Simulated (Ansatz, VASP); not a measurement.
# One calculation of ZnS, two programs

Contents of INCAR:

```
PREC = Accurate ; ENCUT = 520
EDIFF = 1E-6 ; ISMEAR = 0
SIGMA = 0.05 ; LREAL = False
LASPH = True ; NELM = 80
ALGO = Normal ; ISIF = 2
LWAVE = False ; LCHARG = True
GGA = PE ; LELF = True
LVHAR = True ; NBANDS = 16
```

File KPOINTS:

```
regular mesh
0
Gamma
  10 10 10
```

POSCAR

```
ZnS
1.0
    0.0000000000      2.6640802500      2.7857895000
    2.6640802500      0.0000000000      2.7857895000
    2.6640802500      2.6640802500      0.0000000000
Zn S
1 1
Direct
    0.0000000000      0.0000000000      0.0000000000
    0.7500000000      0.7500000000      0.7500000000
```

Input for Ansatz:

```yaml
crystal:
  lattice:
    - [0.0, 2.66408025, 2.7857895]
    - [2.66408025, 0.0, 2.7857895]
    - [2.66408025, 2.66408025, 0.0]
  atoms:
    - { symbol: Zn, position: [0.0, 0.0, 0.0] }
    - { symbol: S, position: [0.75, 0.75, 0.75] }
basis:
  ecutwfc: 420
kpoints:
  mp_grid: { grid: [10, 10, 10] }
hamiltonian:
  xc: pbe
scf:
  occupations: { method: gaussian, width: 0.05 }
output:
  forces: true
  stress: true
  eigenvalues: true
```

Change from the starting cell: strain -0.015 along x and y, +0.030 along z, atoms carried along.

Alike in both runs: task single point; functional PBE; k mesh 10 × 10 × 10; occupations gaussian, width 0.05 eV; no spin polarisation.

|  | VASP | Ansatz |
| --- | --- | --- |
| version | VASP 6.6.1 | Ansatz 0.2.0 |
| potentials or method | VASP PAW PBE potentials, release 64 (Zn, S), cutoff 520 eV | scalar-relativistic, plane waves, PAW |
| valence electrons in the cell | 18 | 18 |

VASP gave:

- gap on the k mesh at the Fermi level (eV): 2.04
- least direct gap on the mesh (eV): 2.04
- pressure (GPa): 1.5
- traceless stress, the component that is largest in VASP (GPa): -1.30

Question: Estimate Ansatz's values.

Answer: gap on the k mesh at the Fermi level (eV): 2.04; least direct gap on the mesh (eV): 2.04; pressure (GPa): 1.4; traceless stress, the component that is largest in VASP (GPa): -1.31.

With one functional, cell and mesh, what is left measures potentials, basis and numerics.
